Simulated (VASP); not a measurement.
Here is a VASP 6.6.1 calculation.

File INCAR:

```
SYSTEM = BeTe
PREC = Accurate ; ENCUT = 520
EDIFF = 1E-6 ; ISMEAR = 0
SIGMA = 0.01 ; LREAL = .False.
LASPH = .True. ; NELM = 80
ALGO = Normal ; ISIF = 2
LWAVE = .False. ; LCHARG = .False.
NBANDS = 11
```

The input KPOINTS:

```
Automatic mesh
0
Gamma
  8 8 8
  0 0 0
```

Contents of POSCAR:

```
BeTe
1.0
    0.0000000000      2.7633605175      2.7633605175
    2.7633605175      0.0000000000      2.7633605175
    2.7633605175      2.7633605175      0.0000000000
Be Te
1 1
Direct
    0.0000000000      0.0000000000      0.0000000000
    0.7500000000      0.7500000000      0.7500000000
```

Potentials or basis: VASP PAW LDA potentials, release 64 (Be, Te).

Launch:

```sh
$ cat potpaw_LDA.64/Be/POTCAR potpaw_LDA.64/Te/POTCAR > POTCAR
$ mpirun -np 1 vasp_std > vasp.out
```

Question: Predict the pressure.

Answer: 1.3 GPa.

Question: Predict the band gap on the k mesh.

Answer: 1.73 eV, indirect (least direct gap 3.54 eV).

Caveat: spin-orbit coupling is left out, which moves the levels of the heavy elements. A k mesh can miss the band edges.
